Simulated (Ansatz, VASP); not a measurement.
# WF in VASP and in Ansatz

```
W F
1.0
     5.01716   -2.25819    0.00000
     5.01716    2.25819    0.00000
     0.00000    0.00000    4.67196
W F
4 4
Direct
  0.15594 0.49228 0.25000
  0.50772 0.84406 0.25000
  0.84406 0.50772 0.75000
  0.49228 0.15594 0.75000
  0.74985 0.25015 0.98960
  0.25015 0.74985 0.01040
  0.74985 0.25015 0.51040
  0.25015 0.74985 0.48960
```

Alike in both runs: functional PBE; k mesh 10 × 10 × 8; occupations gaussian, width 0.1 eV; no spin polarisation.

Ansatz relaxed the structure, and its values are those at the end. VASP's run is a single point on that final structure, the one shown.

```csv
,VASP,Ansatz
version,VASP 6.6.1,Ansatz 0.2.0
potentials or method,"VASP PAW PBE potentials, release 64 (W_sv, F), cutoff 520 eV","scalar-relativistic, plane waves, PAW"
valence electrons in the cell,84,84
```

|  | VASP | Ansatz | Ansatz less VASP |
| --- | --- | --- | --- |
| gap on the k mesh at the Fermi level (eV) | none | none | - |
| pressure (GPa) | 0.7 | 0.0 | -0.70 |
| rms of the force components (eV/Å) | 0.072 | 0.002 | -0.0700 |

A gap of «none» marks a metal or a gap that the smearing closes.

Spin-orbit coupling is off throughout.
